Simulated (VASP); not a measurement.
Write the native input for VASP 6.6.1 that does the following.

```yaml
Task: single point
Functional: PBE
Potentials_or_basis: VASP PAW PBE potentials, release 64 (Pt)
Cutoff: 520 eV
k_mesh: 14 × 14 × 10
Occupations: fermi-dirac, width 0.1 eV
Spin: no spin polarisation
Dipole_correction: no
Further_INCAR_settings: ALGO = Normal; EDIFF = 1e-07; NBANDS = 17
```

The structure of Pt lies in POSCAR:

```
Pt
1.0
   -2.1083687681      2.4588037065      1.3221119595
    2.4588037065     -2.1083687681      1.3221119595
    2.5656472644      2.5656472644     -0.6802897280
Pt
2
Direct
    0.0160877053      0.9839122947      0.0000000000
    0.7339122947      0.2660877053      0.5000000000
```

These files were run (other wordings do the same):

INCAR

```
SYSTEM = Pt
ALGO = Normal
EDIFF = 1E-7
ENCUT = 520
GGA = PE
ISIF = 2
ISMEAR = -1
LASPH = .True.
LCHARG = .False.
LREAL = .False.
LWAVE = .False.
NBANDS = 17
NELM = 100
PREC = Accurate
SIGMA = 0.1
```

KPOINTS

```
k-points
0
Gamma
  14 14 10
  0 0 0
```

Potentials or basis: VASP PAW PBE potentials, release 64 (Pt).

Launch:

```sh
$ cat potpaw_PBE.64/Pt/POTCAR > POTCAR
$ mpirun -np 1 vasp_std > vasp.out
```

It gave:

```json
{
  "Pressure": "9.4 GPa",
  "Largest force": "0.023 eV/Å",
  "Band gap on the k mesh": "zero (bands 10 and 11 overlap by 1.69 eV)"
}
```

Caveat: the cell stands under pressure; spin-orbit coupling is left out, which moves the levels of the heavy elements.

Wall time 6 min on 1 thread of Intel Xeon 8259CL, with other jobs on the host, peak memory 0.36 GiB.
